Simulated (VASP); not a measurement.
# Hf5TiN6 (P-6m2) in VASP: single point with PBE

Aim: the single point of Hf5TiN6 with PBE.

Program: VASP 6.6.1. These are calculated values, not measurements. Logs are shortened: lines on timing, memory, paths and dates and some standing lists are left out, and cuts for length are marked.

## Step 1: The cell of the first run

It takes space group P-6m2 (No. 187, hexagonal). Conventional cell: a = 3.129 Å, b = 3.129 Å, c = 16.206 Å, α = 90.00°, β = 90.00°, γ = 120.00°. Within 3.0 Å of Hf (site symmetry 3m) lie 6 N at 2.25 to 2.28 Å. Within 3.0 Å of Hf (site symmetry -6m2) lie 6 N at 2.27 Å. Hf (site symmetry 3m) has 6 N at 2.26 to 2.27 Å within 3.0 Å. Within 2.9 Å of Ti (site symmetry -6m2) lie 6 N at 2.21 Å. Within 2.9 Å of N (site symmetry 3m) lie 3 Ti at 2.21 Å and 3 Hf at 2.25 Å and 2 N at 2.55 to 2.73 Å. N (site symmetry 3m) has 6 Hf at 2.26 to 2.28 Å and 2 N at 2.73 to 2.74 Å within 3.0 Å. Within 3.0 Å of N (site symmetry 3m) lie 6 Hf at 2.27 Å and 2 N at 2.73 to 2.74 Å.

## Step 2: Single point, PBE

INCAR reads:

```
  PREC = Accurate
  ENCUT = 520
  EDIFF = 1E-6
  ISMEAR = 0
  SIGMA = 0.1
  LREAL = F
  LASPH = T
  NELM = 60
  ALGO = Normal
  ISIF = 2
  LWAVE = F
  LCHARG = F
  GGA = PE
  NBANDS = 58
```

KPOINTS reads:

```
regular mesh
0
Gamma
  12 12 4
```

POSCAR reads:

```
Hf5TiN6
1.0
    3.1286009940      0.0000000000      0.0000000000
   -1.5643004970      2.7094479391      0.0000000000
    0.0000000000      0.0000000000     16.2055978520
Hf Ti N
5 1 6
Direct
    0.6666666667      0.3333333333      0.1614428258
    0.6666666667      0.3333333333      0.5000000000
    0.6666666667      0.3333333333      0.8385571742
    0.3333333333      0.6666666667      0.3307726922
    0.3333333333      0.6666666667      0.6692273078
    0.3333333333      0.6666666667      0.0000000000
    0.0000000000      0.0000000000      0.9214319054
    0.0000000000      0.0000000000      0.2468209350
    0.0000000000      0.0000000000      0.5843809239
    0.0000000000      0.0000000000      0.0785680946
    0.0000000000      0.0000000000      0.4156190761
    0.0000000000      0.0000000000      0.7531790650
```

Potentials or basis: VASP PAW PBE potentials, release 64 (Hf_pv, Ti_sv, N).

On the command line:

```console
$ cat potpaw_PBE.64/Hf_pv/POTCAR potpaw_PBE.64/Ti_sv/POTCAR potpaw_PBE.64/N/POTCAR > POTCAR
$ mpirun -np 1 vasp_std > vasp.out
```

OUTCAR:

```text
PREC = Accurate
   ENCUT = 520
   EDIFF = 1E-6
   ISMEAR = 0
   LREAL = F
   LASPH = T
   NELM = 60
   ISIF = 2
   GGA = PE

 ion  position               nearest neighbor table
   1  0.667  0.333  0.161-  10 2.25  10 2.25  10 2.25   8 2.28   8 2.28   8 2.28   6 3.18   6 3.18
                             6 3.18   4 3.29   4 3.29   4 3.29
   2  0.667  0.333  0.500-   9 2.27  11 2.27   9 2.27  11 2.27   9 2.27  11 2.27   4 3.28   5 3.28
                             4 3.28   5 3.28   4 3.28   5 3.28
   3  0.667  0.333  0.839-   7 2.25   7 2.25   7 2.25  12 2.28  12 2.28  12 2.28   6 3.18   6 3.18
                             6 3.18   5 3.29   5 3.29   5 3.29
   4  0.333  0.667  0.331-   8 2.26   8 2.26   8 2.26  11 2.27  11 2.27  11 2.27   2 3.28   2 3.28
                             2 3.28   1 3.29   1 3.29   1 3.29
   5  0.333  0.667  0.669-  12 2.26  12 2.26  12 2.26   9 2.27   9 2.27   9 2.27   2 3.28   2 3.28
                             2 3.28   3 3.29   3 3.29   3 3.29
   6  0.333  0.667  0.000-   7 2.21  10 2.21   7 2.21  10 2.21   7 2.21  10 2.21   1 3.18   3 3.18
                             1 3.18   3 3.18   1 3.18   3 3.18
   7  0.000  0.000  0.921-   6 2.21   6 2.21   6 2.21   3 2.25   3 2.25   3 2.25
   8  0.000  0.000  0.247-   4 2.26   4 2.26   4 2.26   1 2.28   1 2.28   1 2.28
   9  0.000  0.000  0.584-   2 2.27   2 2.27   2 2.27   5 2.27   5 2.27   5 2.27
  10  0.000  0.000  0.079-   6 2.21   6 2.21   6 2.21   1 2.25   1 2.25   1 2.25
  11  0.000  0.000  0.416-   2 2.27   2 2.27   2 2.27   4 2.27   4 2.27   4 2.27
  12  0.000  0.000  0.753-   5 2.26   5 2.26   5 2.26   3 2.28   3 2.28   3 2.28

  LATTYP: Found a hexagonal cell.
 ALAT       =     3.1286009940
 C/A-ratio  =     5.1798225095

  Lattice vectors:

 A1 = (   3.1286009940,   0.0000000000,   0.0000000000)
 A2 = (  -1.5643004970,   2.7094479391,   0.0000000000)
 A3 = (   0.0000000000,   0.0000000000,  16.2055978520)

Analysis of symmetry for initial positions (statically):
=====================================================================
 Subroutine PRICEL returns:
 Original cell was already a primitive cell.

 Routine SETGRP: Setting up the symmetry group for a
 hexagonal supercell.

 Subroutine GETGRP returns: Found 12 space group operations
 (whereof 12 operations were pure point group operations)
 out of a pool of 24 trial point group operations.

The static configuration has the point symmetry D_3h.

Analysis of symmetry for dynamics (positions and initial velocities):
=====================================================================
 Subroutine PRICEL returns:
 Original cell was already a primitive cell.

[... 143 lines left out ...]
   EFERMI_NEDOS =   21; number of points for ismear=-14 and -15
   IALGO  =     38    algorithm
   IMIX   =      4    mixing-type and parameters
     AMIX     =   0.40;   BMIX     =  1.00
     AMIX_MAG =   1.60;   BMIX_MAG =  1.00
  volume/ion in A,a.u.               =      11.45        77.25
  Fermi-wavevector in a.u.,A,eV,Ry     =   1.432316  2.706684 27.912737  2.051528
  Thomas-Fermi vector in A             =   2.551957
   LORBIT       =      0    0 simple, 1 ext, 2 COOP (PROOUT), +10 PAW based schemes
   GGA     = PE    functional components
   LHFCALC =     F    Hartree Fock is set to
   AEXX    =    0.0000 exact exchange contribution
   IVDW    =     0    specifies the selected vdW correction
   LEPSILON=     F    determine dielectric tensor
   LRPA    =     F    only Hartree local field effects (RPA)
 non-spin polarized calculation
 Gauss-broadening in eV      SIGMA  =   0.10
  energy-cutoff  :      520.00
  volume of cell :      137.37
 maximum number of plane-waves:      3728
 NGX is ok and might be reduce to    24
   NGX = 11   NGY = 11   NGZ = 61

 number of electron      91.9999992 magnetization

 Free energy of the ion-electron system (eV)
  ---------------------------------------------------
  ext. energy  EPLUGINS =         0.00000000
  ---------------------------------------------------
  free energy    TOTEN  =      -127.69398479 eV

  energy without entropy =     -127.67378451  energy(sigma->0) =     -127.68388465

 E-fermi :   8.1345     XC(G=0): -12.6600

 val. band max:        8.1326168433   @ k =   0.0833   0.0833   0.0000
 cond. band min:       8.1361897555   @ k =   0.3333  -0.0000   0.2500
 fundamental gap:      0.0035729122
 Fermi energy:         8.1345061414

 k-point     1 :       0.0000    0.0000    0.0000
  band No.  band energies     occupation
      1     -49.6688      2.00000
      2     -26.0373      2.00000
      3     -25.7448      2.00000
      4     -25.7448      2.00000
      5     -23.4703      2.00000
      6     -23.3306      2.00000
[... 1453 lines left out ...]
     57      11.8831      0.00000
     58      12.0970      0.00000

 [... further k-points ...]

------------------------ aborting loop because EDIFF is reached ----------------------------------------

  FORCE on cell =-STRESS in cart. coord.  units (eV):
  Direction    XX          YY          ZZ          XY          YZ          ZX
  --------------------------------------------------------------------------------------
  -------------------------------------------------------------------------------------
  Total       -1.6098969     -1.6098969     -1.5924316      0.0000000     -0.0000000      0.0000000
  in kB      -18.7764115    -18.7764115    -18.5727118      0.0000000     -0.0000000      0.0000000
  external PRESSURE =     -18.7085116 kB  Pullay stress =       0.0000000 kB

 VOLUME and BASIS-vectors are now :
 -----------------------------------------------------------------------------
  energy-cutoff  :      520.00
  volume of cell :      137.37
      direct lattice vectors                 reciprocal lattice vectors
     3.128600994  0.000000000  0.000000000     0.319631683  0.184539438  0.000000000
    -1.564300497  2.709447939  0.000000000     0.000000000  0.369078876  0.000000000
     0.000000000  0.000000000 16.205597852     0.000000000  0.000000000  0.061707072

 POSITION                                       TOTAL-FORCE (eV/Angst)
 -----------------------------------------------------------------------------------
      1.56430      0.90315      2.61628        -0.000000      0.000000      0.008429
      1.56430      0.90315      8.10280         0.000000     -0.000000      0.000000
      1.56430      0.90315     13.58932        -0.000000     -0.000000     -0.008429
     -0.00000      1.80630      5.36037        -0.000000      0.000000     -0.000974
     -0.00000      1.80630     10.84523        -0.000000      0.000000      0.000974
     -0.00000      1.80630      0.00000         0.000000     -0.000000      0.000000
      0.00000      0.00000     14.93235        -0.000000     -0.000000     -0.116242
      0.00000      0.00000      3.99988        -0.000000     -0.000000     -0.000795
      0.00000      0.00000      9.47024         0.000000     -0.000000      0.000352
      0.00000      0.00000      1.27324         0.000000     -0.000000      0.116242
      0.00000      0.00000      6.73536         0.000000     -0.000000     -0.000352
      0.00000      0.00000     12.20572         0.000000     -0.000000      0.000795
 -----------------------------------------------------------------------------------
    total drift:                                0.000000     -0.000000     -0.000000

  FREE ENERGIE OF THE ION-ELECTRON SYSTEM (eV)
  ---------------------------------------------------
  free  energy   TOTEN  =      -127.6939847857 eV

  energy  without entropy=     -127.6737845078  energy(sigma->0) =     -127.68388465
```

OSZICAR:

```text
N       E                     dE             d eps       ncg     rms          rms(c)
DAV:   1     0.730307253705E+03    0.73031E+03   -0.49004E+04  6612   0.166E+03
DAV:   2    -0.613656686249E+02   -0.79167E+03   -0.75525E+03  7404   0.459E+02
DAV:   3    -0.144799292654E+03   -0.83434E+02   -0.81419E+02  8960   0.125E+02
[... 19 lines left out ...]
DAV:  23    -0.127693988297E+03    0.18639E-04   -0.60014E-05  9434   0.294E-02    0.212E-02
DAV:  24    -0.127693987023E+03    0.12737E-05   -0.57695E-06  7296   0.106E-02    0.225E-02
DAV:  25    -0.127693985392E+03    0.16304E-05   -0.17568E-06  4990   0.720E-03    0.125E-02
DAV:  26    -0.127693984901E+03    0.49189E-06   -0.10514E-05  7824   0.126E-02    0.754E-03
DAV:  27    -0.127693984786E+03    0.11486E-06   -0.21808E-06  5304   0.786E-03
   1 F= -.12769398E+03 E0= -.12768388E+03  d E =-.202003E-01
```

Run time: 14 min. Hardware: 1 thread of Intel Xeon Platinum 8375C at 2.90GHz (Ice Lake), shared host; peak memory 0.49 GiB.

Results:

| Property | Result |
| --- | --- |
| Free energy | -127.6940 eV |
| Pressure | -1.9 GPa |
| Largest force | 0.116 eV/Å |
| Band gap on the k mesh | zero (bands 46 and 47 overlap by 0.98 eV) |

Forces in eV/Å, atoms in the order of the input:
```
Hf   0.000  0.000  0.008
Hf   0.000  0.000  0.000
Hf   0.000  0.000 -0.008
Hf   0.000  0.000 -0.001
Hf   0.000  0.000  0.001
Ti   0.000  0.000  0.000
N    0.000  0.000 -0.116
N    0.000  0.000 -0.001
N    0.000  0.000  0.000
N    0.000  0.000  0.116
N    0.000  0.000  0.000
N    0.000  0.000  0.001
```

Levels at points of the mesh, in eV from the Fermi level:
```tsv
k point	band 42	band 43	band 44	band 45	band 46	band 47	band 48	band 49	band 50	band 51
(0.00, 0.00, 0.00)	-3.37	-1.56	-0.58	0.52	0.52	0.77	1.01	1.01	1.28	1.29
(0.50, 0.00, 0.00)	-3.16	-2.60	-2.29	-1.10	-0.86	0.53	0.73	1.93	1.97	2.25
(0.00, 0.00, 0.50)	-2.68	-2.66	0.04	0.37	0.65	0.65	0.97	0.97	1.23	1.23
(0.50, 0.00, 0.50)	-3.31	-3.31	-1.82	-1.58	-0.31	-0.11	1.43	1.54	1.93	1.98
```

Caveat: spin-orbit coupling is left out, which moves the levels of the heavy elements.
